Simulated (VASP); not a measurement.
Write the native input for VASP 6.6.1 that does the following.

```yaml
Task: single point
Functional: BLYP
Dispersion: D3(BJ)
Potentials_or_basis: VASP PAW PBE potentials, release 64 (Pb_d, Se)
Cutoff: 500 eV
k_mesh: 6 × 6 × 6
Occupations: gaussian, width 0.05 eV
Spin: no spin polarisation
Dipole_correction: no
Further_INCAR_settings: ALGO = Normal; EDIFF = 1e-06; NBANDS = 17
```

The structure of PbSe lies in POSCAR:

```
PbSe
1.0
    0.0000000000      3.0678054042      3.0678054042
    3.0678054042      0.0000000000      3.0678054042
    3.0678054042      3.0678054042      0.0000000000
Pb Se
1 1
Direct
    0.5000000000      0.5000000000      0.5000000000
    0.0000000000      0.0000000000      0.0000000000
```

One way to write it, as run:

INCAR

```
PREC = Accurate ; ENCUT = 500
EDIFF = 1E-6 ; ISMEAR = 0
SIGMA = 0.05 ; LREAL = F
LASPH = T ; NELM = 120
ALGO = Normal ; ISIF = 2
LWAVE = F ; LCHARG = F
GGA = B5 ; ALDAX = 1.0
AGGAX = 1.0 ; AGGAC = 1.0
ALDAC = 0.0 ; IVDW = 12
VDW_S6 = 1.0 ; VDW_S8 = 2.6996
VDW_A1 = 0.4298 ; VDW_A2 = 4.2359
NBANDS = 17 ; GGA_COMPAT = F
```

KPOINTS

```
regular mesh
0
Gamma
  6 6 6
```

Potentials or basis: VASP PAW PBE potentials, release 64 (Pb_d, Se).

Run with:

```sh
$ cat potpaw_PBE.64/Pb_d/POTCAR potpaw_PBE.64/Se/POTCAR > POTCAR
$ mpirun -np 1 vasp_std > vasp.out
```

Results of the run:

| Property | Result |
| --- | --- |
| Pressure | 0.7 GPa |
| Band gap on the k mesh | 0.42 eV, direct |
| Dispersion energy per atom | -0.859 eV |

Caveat: the PAW data sets were made with another functional, which shifts forces and pressure a little; spin-orbit coupling is left out, which moves the levels of the heavy elements.

It took 34 s on 1 thread of Intel Xeon 8259CL, with other jobs on the host, peak memory 0.18 GiB.
